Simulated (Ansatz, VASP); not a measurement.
## Al2Cu in VASP and in Ansatz

```xyz
3
Lattice="-1.9969 1.9969 3.0264 1.9969 -1.9969 3.0264 1.9969 1.9969 -3.0264" Properties=species:S:1:pos:R:3 pbc="T T T"
Al    0.0000    1.9969    1.5132
Al    1.9969    0.0000    1.5132
Cu    0.0000    0.0000    3.0264
```

Change from the starting cell: strain +e along x and -e along y +0.0000, strain +e along z and -e/2 along x and y +0.0467.

Alike in both runs: task single point; functional PBE; k mesh 14 × 14 × 14; occupations gaussian, width 0.15 eV; no spin polarisation.

```csv
,VASP,Ansatz
version,VASP 6.6.1,Ansatz 0.2.0
potentials or method,"VASP PAW PBE potentials, release 64 (Al, Cu), cutoff 520 eV","scalar-relativistic, plane waves, PAW"
valence electrons in the cell,17,25
```

Ansatz gave:

```
gap on the k mesh at the Fermi level (eV)                     : none
pressure (GPa)                                                : 0.4
traceless stress, the component that is largest in VASP (GPa) : -3.78
```

What did VASP give for the same quantities?

gap on the k mesh at the Fermi level (eV): none; pressure (GPa): 0.6; traceless stress, the component that is largest in VASP (GPa): -3.74.

A gap of «none» marks a metal or a gap that the smearing closes. VASP's potentials hold 17 valence electrons a cell and Ansatz's 25, so a difference there can come from the potentials and not from the codes.
